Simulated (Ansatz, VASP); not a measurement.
## BaRe in VASP and in Ansatz

File INCAR:

```
SYSTEM = BaRe
ALGO = Normal
EDIFF = 1E-6
ENCUT = 520
GGA = PE
ISIF = 2
ISMEAR = 0
LASPH = .True.
LCHARG = .True.
LELF = .True.
LREAL = .False.
LVHAR = .True.
LWAVE = .False.
NBANDS = 16
NELM = 80
PREC = Accurate
SIGMA = 0.05
```

The input KPOINTS:

```
k-points
0
Gamma
  8 8 8
  0 0 0
```

The input POSCAR:

```
BaRe
1.0
    3.7480024355      0.0000000000      0.0000000000
    0.0000000000      3.7480024355      0.0000000000
    0.0000000000      0.0000000000      3.7480024355
Ba Re
1 1
Direct
    0.0000000000      0.0000000000      0.0000000000
    0.5000000000      0.5000000000      0.5000000000
```

Input for Ansatz:

```yaml
crystal:
  lattice:
    - [3.7480024355, 0.0, 0.0]
    - [0.0, 3.7480024355, 0.0]
    - [0.0, 0.0, 3.7480024355]
  atoms:
    - { symbol: Ba, position: [0.0, 0.0, 0.0] }
    - { symbol: Re, position: [0.5, 0.5, 0.5] }
basis:
  ecutwfc: 420
  ecutrho_ratio: 4
kpoints:
  mp_grid: { grid: [8, 8, 8] }
hamiltonian:
  xc: pbe
scf:
  occupations: { method: gaussian, width: 0.05 }
output:
  forces: true
  stress: true
  eigenvalues: true
```

Alike in both runs: task single point; functional PBE; k mesh 8 × 8 × 8; occupations gaussian, width 0.05 eV; no spin polarisation.

|  | VASP | Ansatz |
| --- | --- | --- |
| version | VASP 6.6.1 | Ansatz 0.2.0 |
| potentials or method | VASP PAW PBE potentials, release 64 (Ba_sv, Re), cutoff 520 eV | scalar-relativistic, plane waves, PAW |
| valence electrons in the cell | 17 | 25 |

Ansatz gave:

| Item | Value |
| --- | --- |
| gap on the k mesh at the Fermi level (eV) | none |
| pressure (GPa) | -0.9 |

Q: Estimate VASP's values.

A: gap on the k mesh at the Fermi level (eV): none; pressure (GPa): 0.6.

A gap of «none» marks a metal or a gap that the smearing closes. With one functional, cell and mesh, what is left measures potentials, basis and numerics. VASP's potentials hold 17 valence electrons a cell and Ansatz's 25, so a difference there can come from the potentials and not from the codes.

Neither program's run includes spin-orbit coupling.
